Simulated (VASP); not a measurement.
ZrC (r.b): single point with r2SCAN+rVV10

The system is ZrC (r.b).

```
Zr C
1.0
     0.00000    2.35166    2.35166
     2.35166    0.00000    2.35166
     2.35166    2.35166    0.00000
Zr C
1 1
Direct
  0.00000 0.00000 0.00000
  0.50000 0.50000 0.50000
```

```yaml
Program: VASP 6.6.1
Task: single point
Functional: r2SCAN
Dispersion: rVV10
Potentials_or_basis: VASP PAW PBE potentials, release 64 (Zr_sv, C)
Cutoff: 520 eV
k_mesh: 16 × 16 × 16
Occupations: gaussian, width 0.1 eV
Spin: no spin polarisation
Dipole_correction: no
Further_INCAR_settings: ALGO = Normal; EDIFF = 1e-06; NBANDS = 15
```

```
Pressure               : 0.4 GPa
Band gap on the k mesh : zero (band 8 reaches 10.54 eV, above the bottom of band 9 at 9.21 eV)
```

Levels at points of the mesh, in eV from the Fermi level:
```csv
k point,band 6,band 7,band 8,band 9,band 10,band 11
"(0.00, 0.00, 0.00)",0.92,0.92,0.92,1.31,1.31,1.31
"(0.50, 0.00, 0.00)",-5.48,-3.10,-3.10,4.81,4.81,5.71
"(0.50, 0.50, 0.00)",-2.22,-1.64,0.00,0.00,4.62,5.98
```

It took 2.2 min on 1 thread of Intel(R) Xeon(R) 6975P-C (Granite Rapids) (shared host), peak memory 0.3 GiB.

Caveat: the PAW data sets were made with another functional, which shifts forces and pressure a little.
